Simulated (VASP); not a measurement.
# Si2W: single point with LDA

Crystal: Si2W.

```
Si W
1.0
     4.43629    0.00000    0.00000
    -2.21815    3.84194    0.00000
     0.00000    0.00000    6.91263
Si W
6 3
Cartesian
  2.2181 2.5827 3.4563
  -1.1276 3.2123 5.7605
  1.1276 3.2123 1.1521
  0.0000 1.2592 3.4563
  3.3458 0.6296 5.7605
  1.0905 0.6296 1.1521
  -1.1091 1.9210 1.1521
  1.1091 1.9210 5.7605
  2.2181 0.0000 3.4563
```

This cell differs from its parent crystal: c/a of the conventional cell at fixed volume 1.5582.

| Quantity | Value |
| --- | --- |
| Program | VASP 6.6.1 |
| Task | single point |
| Functional | LDA |
| Potentials or basis | VASP PAW LDA potentials, release 64 (Si, W_sv) |
| Cutoff | 520 eV |
| k mesh | 9 × 9 × 6 |
| Occupations | gaussian, width 0.03 eV |
| Spin | no spin polarisation |

| Property | Result |
| --- | --- |
| Pressure | 1.9 GPa |
| Largest force | 0.093 eV/Å |
| Band gap on the k mesh | 0.45 eV, indirect (least direct gap 0.82 eV) |

Forces on the atoms (eV/Å):
```
Si   0.000 -0.093  0.000
Si   0.081 -0.047  0.000
Si  -0.081 -0.047  0.000
Si   0.000  0.093  0.000
Si  -0.081  0.047  0.000
Si   0.081  0.047  0.000
W    0.000  0.000  0.000
W    0.000  0.000  0.000
W    0.000  0.000  0.000
```

Stress tensor (GPa, compression positive):
```
  8.81   0.00   0.00
  0.00   8.81   0.00
  0.00   0.00 -11.97
```

Levels at points of the mesh, in eV from the valence-band top:
| k point | band 29 | band 30 | band 31 | band 32 | band 33 | band 34 | band 35 | band 36 | band 37 | band 38 |
| --- | --- | --- | --- | --- | --- | --- | --- | --- | --- | --- |
| (0.00, 0.00, 0.00) | -2.46 | -2.46 | -1.98 | -1.66 | -0.74 | 2.67 | 2.69 | 2.69 | 2.86 | 3.19 |
| (0.00, 0.00, 0.50) | -1.70 | -1.70 | -1.51 | -0.99 | -0.99 | 1.97 | 2.56 | 2.56 | 2.75 | 2.93 |

Run time: 3 min on 1 thread of Intel(R) Xeon(R) Platinum 8559C (Emerald Rapids), with other jobs on the host, peak memory 0.32 GiB.

Caveat: spin-orbit coupling is left out, which moves the levels of the heavy elements. A k mesh can miss the band edges.
